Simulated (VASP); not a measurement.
Set up this calculation in VASP 6.6.1, as the native input.

```yaml
Task: single point
Functional: PBE
Potentials_or_basis: VASP PAW PBE potentials, release 64 (Hg, Te)
Cutoff: 520 eV
k_mesh: 13 × 13 × 13
Occupations: fermi-dirac, width 0.05 eV
Spin: no spin polarisation
Dipole_correction: no
Further_INCAR_settings: ALGO = Normal; EDIFF = 1e-07; NBANDS = 16
```

The structure of HgTe lies in POSCAR:

```
HgTe
1.0
    0.0000000000      3.2235000000      3.2557350000
    3.2235000000      0.0000000000      3.2557350000
    3.2235000000      3.2235000000      0.0000000000
Hg Te
1 1
Direct
    0.0000000000      0.0000000000      0.0000000000
    0.2500000000      0.2500000000      0.2500000000
```

This cell differs from its parent crystal: z stretched by +1 %, then relaxed in part.

One way to write it, as run:

INCAR

```
  ALGO = Normal
  EDIFF = 1E-7
  ENCUT = 520
  GGA = PE
  ISIF = 2
  ISMEAR = -1
  LASPH = True
  LCHARG = True
  LELF = True
  LREAL = False
  LVHAR = True
  LWAVE = False
  NBANDS = 16
  NELM = 100
  PREC = Accurate
  SIGMA = 0.05
```

KPOINTS

```
k-points
0
Gamma
  13 13 13
```

Potentials or basis: VASP PAW PBE potentials, release 64 (Hg, Te).

Run with:

```sh
$ cat potpaw_PBE.64/Hg/POTCAR potpaw_PBE.64/Te/POTCAR > POTCAR
$ mpirun -np 1 vasp_std > vasp.out
```

Results of the run:

```json
{"Pressure": "3.6 GPa", "Band gap on the k mesh": "zero (filled and empty bands touch)"}
```

Caveat: the cell differs from its parent crystal (z stretched by +1 %, then relaxed in part); the cell stands under pressure; semilocal functionals underestimate gaps, so a narrow gap can read as zero; spin-orbit coupling is left out, which moves the levels of the heavy elements.

Run time: 2.5 min on 1 thread of Intel(R) Xeon(R) Platinum 8124M CPU @ 3.00GHz (Skylake/Cascade Lake) (shared host), peak memory 0.37 GiB.
